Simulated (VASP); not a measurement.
A run of VASP 6.6.1:

INCAR

```
PREC     = Accurate       # precision mode
ENCUT    = 520            # plane-wave cutoff, eV
EDIFF    = 1E-6           # SCF threshold, eV
ISMEAR   = -1             # smearing method
SIGMA    = 0.1            # smearing width, eV
LREAL    = F              # projectors in reciprocal space
LASPH    = T              # aspherical terms in the spheres
NELM     = 150            # most SCF steps
ALGO     = Normal         # electronic algorithm
ISIF     = 2              # what is computed and relaxed
LWAVE    = F              # write WAVECAR
LCHARG   = F              # write CHGCAR
MAGMOM   = 0 -0.604 1.907 0 0 0 0 0 0 0 0 0 # initial moments
LORBIT   = 11             # projections on sites
LSORBIT  = T              # spin-orbit coupling
GGA_COMPAT= F            
LORBMOM  = T            
LMAXMIX  = 4              # l up to which the mixer works
GGA      = CA             # functional
NBANDS   = 37             # bands
```

Contents of KPOINTS:

```
regular mesh
0
Gamma
  7 7 7
```

Contents of POSCAR:

```
NaH2Ru
1.0
    1.4748754900      2.5545586900      0.0000000000
   -1.4748754900      2.5545586900      0.0000000000
    0.0000000000     -1.7030354800      5.3725948200
Ru Na H
1 1 2
Direct
    0.5000000000      0.5000000000      0.5000000000
    0.0000000000      0.0000000000      0.0000000000
    0.2149321729      0.2149321729      0.6447967111
    0.7850678271      0.7850678271      0.3552032889
```

Potentials or basis: VASP PAW LDA potentials, release 64 (Ru_pv, Na_pv, H).

Launch:

```sh
$ cat potpaw_LDA.64/Ru_pv/POTCAR potpaw_LDA.64/Na_pv/POTCAR potpaw_LDA.64/H/POTCAR > POTCAR
$ mpirun -np 1 vasp_ncl > vasp.out
```

Hardware: 1 thread of Intel(R) Xeon(R) Platinum 8375C CPU @ 2.90GHz (Ice Lake) (shared host).

Problem. Estimate the wall time of this run.

Solution. Run time: 7.2 min on 1 thread of Intel(R) Xeon(R) Platinum 8375C CPU @ 2.90GHz (Ice Lake), on a shared host, peak memory 0.48 GiB. Counts: scf iterations 13, k points 172.
